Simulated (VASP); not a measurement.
# C (Fmmm) in VASP: a series of runs, part 2 of 2

VASP 6.6.1. The steps go on from the part before.

## Step 4: Single point, PBEsol+D3(BJ) (10.09 Å³/atom)

The input, INCAR:

```
PREC     = Accurate       # precision mode
ENCUT    = 520            # plane-wave cutoff, eV
EDIFF    = 1E-6           # SCF threshold, eV
ISMEAR   = 0              # smearing method
SIGMA    = 0.03           # smearing width, eV
LREAL    = False          # projectors in reciprocal space
LASPH    = True           # aspherical terms in the spheres
NELM     = 60             # most SCF steps
ALGO     = Normal         # electronic algorithm
ISIF     = 2              # what is computed and relaxed
LWAVE    = False          # write WAVECAR
LCHARG   = False          # write CHGCAR
GGA      = PS             # functional
IVDW     = 12             # dispersion correction
NBANDS   = 11             # bands
```

The input, KPOINTS:

```
Automatic mesh
0
Gamma
  18 18 18
```

The input, POSCAR:

```
C
1.0
    0.0000000000      2.1473139488      3.7873052195
    1.2405728443      0.0000000000      3.7873052195
    1.2405728443      2.1473139488      0.0000000000
C
2
Direct
    0.1667066167      0.8332933833      0.1667066167
    0.8332933833      0.1667066167      0.8332933833
```

Potentials or basis: VASP PAW PBE potentials, release 64 (C).

The run is started by

```console
$ cat potpaw_PBE.64/C/POTCAR > POTCAR
$ mpirun -np 1 vasp_std > vasp.out
```

OUTCAR:

```text
PREC = Accurate
   ENCUT = 520
   EDIFF = 1E-6
   ISMEAR = 0
   LREAL = False
   LASPH = True
   NELM = 60
   ISIF = 2
   GGA = PS
   IVDW = 12
 IVDW          = 12

 ion  position               nearest neighbor table
   1  0.167  0.833  0.167-   2 1.43   2 1.43   2 1.43
   2  0.833  0.167  0.833-   1 1.43   1 1.43   1 1.43

  LATTYP: Found a face centered orthorhombic cell.
 ALAT       =     2.4811456886
 B/A-ratio  =     1.7309051691
 C/A-ratio  =     3.0528680657

  Lattice vectors:

 A1 = (   0.0000000000,   2.1473139488,   3.7873052195)
 A2 = (   1.2405728443,   0.0000000000,   3.7873052195)
 A3 = (   1.2405728443,   2.1473139488,   0.0000000000)

Analysis of symmetry for initial positions (statically):
=====================================================================
 Subroutine PRICEL returns:
 Original cell was already a primitive cell.

 Routine SETGRP: Setting up the symmetry group for a
 face centered orthorhombic supercell.

 Subroutine GETGRP returns: Found  8 space group operations
 (whereof  8 operations were pure point group operations)
 out of a pool of  8 trial point group operations.

The static configuration has the point symmetry D_2h.

[... 171 lines left out ...]
      3       0.4969      2.00000
      4       0.5026      2.00000
      5       6.9157      0.00000
      6      11.6761      0.00000
      7      11.6977      0.00000
      8      14.7245      0.00000
      9      15.7486      0.00000
     10      24.5150      0.00000
     11      25.5313      0.00000
[... 309 lines left out ...]
 k-point    24 :      -0.2222    0.0556   -0.0000
  band No.  band energies     occupation
      1     -14.0897      2.00000
      2      -4.5712      2.00000
      3      -1.7515      2.00000
      4      -1.5161      2.00000
      5       9.3714      0.00000
      6       9.7758      0.00000
      7      11.2818      0.00000
      8      17.6108      0.00000
      9      19.0959      0.00000
     10      20.9921      0.00000
     11      26.3212      0.00000

 [... further k-points ...]

------------------------ aborting loop because EDIFF is reached ----------------------------------------

 Edisp (eV)   -0.19265

 E8    (eV) :    -0.0933

  FORCE on cell =-STRESS in cart. coord.  units (eV):
  Direction    XX          YY          ZZ          XY          YZ          ZX
  --------------------------------------------------------------------------------------
  -------------------------------------------------------------------------------------
  Total      -1.14788    -1.10499    -0.24997    -0.00000     0.00000     0.00000
  in kB     -91.14388   -87.73834   -19.84810    -0.00000     0.00000     0.00000
  external pressure =      -66.24 kB  Pullay stress =        0.00 kB

 VOLUME and BASIS-vectors are now :
 -----------------------------------------------------------------------------
  energy-cutoff  :      520.00
  volume of cell :       20.18
      direct lattice vectors                 reciprocal lattice vectors
     0.000000000  2.147313949  3.787305219    -0.403039614  0.232849044  0.132019991
     1.240572844  0.000000000  3.787305219     0.403039614 -0.232849044  0.132019991
     1.240572844  2.147313949  0.000000000     0.403039614  0.232849044 -0.132019991

 POSITION                                       TOTAL-FORCE (eV/Angst)
 -----------------------------------------------------------------------------------
      1.24057      0.71594      3.78731         0.000000     -0.007865      0.000000
      1.24057      3.57869      3.78731         0.000000      0.007865      0.000000
 -----------------------------------------------------------------------------------
    total drift:                                0.000000      0.000000     -0.000000

  FREE ENERGIE OF THE ION-ELECTRON SYSTEM (eV)
  ---------------------------------------------------
  free  energy   TOTEN  =       -19.4730867649 eV

  energy  without entropy=      -19.4730693968  energy(sigma->0) =      -19.47307808
```

stdout:

```text
POSCAR found type information on POSCAR C
 POSCAR found :  1 types and       2 ions
 scaLAPACK will be used
 -----------------------------------------------------------------------------
|                                                                             |
|                                                                             |
|     You enforced a specific xc type in the INCAR file but a different       |
|     I HOPE YOU KNOW WHAT YOU ARE DOING!                                     |
|                                                                             |
 -----------------------------------------------------------------------------

 LDA part: xc-table for (Slater+PW92), standard interpolation
 POSCAR, INCAR and KPOINTS ok, starting setup
 FFT: planning ... GRIDC
 FFT: planning ... GRID_SOFT
 FFT: planning ... GRID
 WAVECAR not read
 entering main loop
```

Wall time 64 s (1 thread of Intel Xeon 6975P-C (Granite Rapids), shared host); peak memory 0.27 GiB.

Results:

```
Free energy                : -19.4731 eV
Pressure                   : -6.6 GPa
Largest force              : 0.008 eV/Å
Dispersion energy per atom : -0.096 eV
```

Forces on the atoms (eV/Å):
```
C    0.000 -0.008  0.000
C    0.000  0.008  0.000
```

Stress tensor (GPa, compression positive):
```
-9.11  0.00  0.00
 0.00 -8.77  0.00
 0.00  0.00 -1.98
```

Caveat: the stress differs along the axes, from -9 to -2 GPa; the PAW data sets were made with another functional, which shifts forces and pressure a little.

## Step 5: Single point, PBEsol+D3(BJ) (10.09 Å³/atom)

The input, INCAR:

```
PREC = Accurate
ENCUT = 520
EDIFF = 1E-6
ISMEAR = 0
SIGMA = 0.03
LREAL = F
LASPH = T
NELM = 60
ALGO = Normal
ISIF = 2
LWAVE = F
LCHARG = T
GGA = PS
IVDW = 12
LELF = T
LVHAR = T
NBANDS = 11
```

The input, KPOINTS:

```
regular mesh
0
Gamma
  18 18 18
```

The input, POSCAR:

```
C
1.0
    0.0000000000      2.2359402430      3.4930195133
    1.2917751261      0.0000000000      3.4930195133
    1.2917751261      2.2359402430      0.0000000000
C
2
Direct
    0.1667066167      0.8332933833      0.1667066167
    0.8332933833      0.1667066167      0.8332933833
```

The run is started by

```console
$ cat potpaw_PBE.64/C/POTCAR > POTCAR
$ mpirun -np 1 vasp_std > vasp.out
```

It took 59 s on 1 thread of Intel Xeon 6975P-C (Granite Rapids), shared host; peak memory 0.27 GiB.

The run converged. Its results:

```
Free energy                : -19.1892 eV
Pressure                   : -32.8 GPa
Largest force              : 0.007 eV/Å
Dispersion energy per atom : -0.100 eV
```

Forces on the atoms (eV/Å):
```
C    0.000 -0.007  0.000
C    0.000  0.007  0.000
```

Stress tensor (GPa, compression positive):
```
-48.68   0.00   0.00
  0.00 -48.57   0.00
  0.00   0.00  -1.01
```

Caveat: the stress differs along the axes, from -49 to -1 GPa; the PAW data sets were made with another functional, which shifts forces and pressure a little.

## Step 6: Single point, PBEsol+D3(BJ) (7.77 Å³/atom)

This run uses another cell than the first one, of 7.77 Å³/atom.

The input, INCAR:

```
ALGO     = Normal         # electronic algorithm
EDIFF    = 1E-7           # SCF threshold, eV
ENCUT    = 520            # plane-wave cutoff, eV
GGA      = PS             # functional
ISIF     = 2              # what is computed and relaxed
ISMEAR   = 0              # smearing method
IVDW     = 12             # dispersion correction
LASPH    = True           # aspherical terms in the spheres
LCHARG   = True           # write CHGCAR
LELF     = True           # ELF
LREAL    = False          # projectors in reciprocal space
LVHAR    = True         
LWAVE    = False          # write WAVECAR
NBANDS   = 11             # bands
NELM     = 60             # most SCF steps
PREC     = Accurate       # precision mode
SIGMA    = 0.03           # smearing width, eV
```

The input, KPOINTS:

```
k-points
0
Gamma
  18 18 18
```

The input, POSCAR:

```
C
1.0
    0.0000000000      2.0084277477      3.3336958217
    1.1603337859      0.0000000000      3.3336958217
    1.1603337859      2.0084277477      0.0000000000
C
2
Direct
    0.1667066167      0.8332933833      0.1667066167
    0.8332933833      0.1667066167      0.8332933833
```

Potentials or basis: VASP PAW PBE potentials, release 64 (C).

The run is started by

```console
$ cat potpaw_PBE.64/C/POTCAR > POTCAR
$ mpirun -np 1 vasp_std > vasp.out
```

Wall time 94 s (1 thread of Intel Xeon 6975P-C (Granite Rapids), shared host); peak memory 0.24 GiB.

Results (log left out):

```
Free energy                : -18.9598 eV
Pressure                   : 64.6 GPa
Dispersion energy per atom : -0.102 eV
```

Stress tensor (GPa, compression positive):
```
97.14  0.00  0.00
 0.00 97.31  0.00
 0.00  0.00 -0.51
```

Caveat: the stress differs along the axes, from -1 to 97 GPa; the PAW data sets were made with another functional, which shifts forces and pressure a little.

## Step 7: Overview

```tsv
cell	pressure (GPa)	largest force (eV/Å)
a = 4.246, b = 3.851, c = 2.531 Å, angles 80.5, 63.5, 36.0°, 2 atoms	-20.5	0.01
a = 4.470, b = 4.127, c = 2.430 Å, angles 81.5, 65.9, 32.5°, 2 atoms	8.9	0.01
a = 4.354, b = 3.985, c = 2.480 Å, angles 81.0, 64.7, 34.2°, 2 atoms	-6.6	0.01
a = 4.147, b = 3.724, c = 2.582 Å, angles 80.0, 62.2, 37.8°, 2 atoms	-32.8	0.01
a = 3.892, b = 3.530, c = 2.320 Å, angles 80.5, 63.5, 36.0°, 2 atoms	64.6	-
```

Alike in all rows: task single point; level PBEsol+D3(BJ); potentials or basis VASP PAW PBE potentials, release 64 (C); no spin polarisation; k mesh 18 × 18 × 18; cutoff (eV) 520; smearing gaussian 0.03 eV.

Caveats: the PAW data sets were made with another functional, which shifts forces and pressure a little; the stress differs along the axes, from -30 to -2 GPa (at least some runs); the stress differs along the axes, from -2 to 15 GPa (at least some runs); the stress differs along the axes, from -9 to -2 GPa (at least some runs); the stress differs along the axes, from -49 to -1 GPa (at least some runs); the stress differs along the axes, from -1 to 97 GPa (at least some runs).

Total energies depend on the potentials used, so only differences within one code and one set of settings carry meaning.
